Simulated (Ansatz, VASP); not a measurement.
## One calculation of ScW, two programs

```xyz
2
Lattice="0.0000 2.7416 2.7416 2.7416 0.0000 2.7416 2.7416 2.7416 0.0000" Properties=species:S:1:pos:R:3 pbc="T T T"
Sc    0.0000    0.0000    0.0000
W     2.7416    2.7416    2.7416
```

Change from the starting cell: species swapped into the DyAs type (Fm-3m, No. 225).

Alike in both runs: functional PBE; k mesh 6 × 6 × 6; occupations gaussian, width 0.2 eV; no spin polarisation.

Ansatz relaxed the structure, and its values are those at the end. VASP's run is a single point on that final structure, the one shown.

|  | VASP | Ansatz |
| --- | --- | --- |
| version | VASP 6.6.1 | Ansatz 0.2.0 |
| potentials or method | VASP PAW PBE potentials, release 64 (Sc_sv, W_sv), cutoff 500 eV | scalar-relativistic, plane waves, PAW |
| valence electrons in the cell | 25 | 25 |

```tsv
	VASP	Ansatz	Ansatz less VASP
gap on the k mesh at the Fermi level (eV)	none	none	-
pressure (GPa)	0.8	0.6	-0.23
```

A gap of «none» marks a metal or a gap that the smearing closes. With one functional, cell and mesh, what is left measures potentials, basis and numerics.

Spin-orbit coupling is off throughout.
